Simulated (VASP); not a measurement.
Input of a VASP 6.6.1 run:

File INCAR:

```
ALGO = Normal
EDIFF = 1E-6
ENCUT = 520
GGA = PE
ISIF = 2
ISMEAR = 0
LASPH = True
LCHARG = True
LELF = True
LREAL = False
LVHAR = True
LWAVE = False
NBANDS = 21
NELM = 100
PREC = Accurate
SIGMA = 0.1
```

File KPOINTS:

```
k-points
0
Gamma
  12 12 4
```

File POSCAR:

```
Mg3Te2O
1.0
    5.2763503725      0.0000000000      0.0000000000
   -2.6381751863      4.5694534618      0.0000000000
    0.0000000000      0.0000000000      9.5696384599
Mg Te O
3 2 1
Direct
    0.0000000000      0.0000000000      0.1956944114
    0.0000000000      0.0000000000      0.8043055886
    0.0000000000      0.0000000000      0.5000000000
    0.3333333333      0.6666666667      0.0000000000
    0.6666666667      0.3333333333      0.0000000000
    0.0000000000      0.0000000000      0.0000000000
```

Potentials or basis: VASP PAW PBE potentials, release 64 (Mg, Te, O).

Run with:

```sh
$ cat potpaw_PBE.64/Mg/POTCAR potpaw_PBE.64/Te/POTCAR potpaw_PBE.64/O/POTCAR > POTCAR
$ mpirun -np 1 vasp_std > vasp.out
```

(1) Estimate the pressure.

(2) What does it give for the band gap on the k mesh?

Answers

(1) 0.0 GPa.

(2) zero (bands 12 and 13 overlap by 0.07 eV).

Caveat: semilocal functionals underestimate gaps, and a narrow one can read as zero; spin-orbit coupling is left out, which moves the levels of the heavy elements.
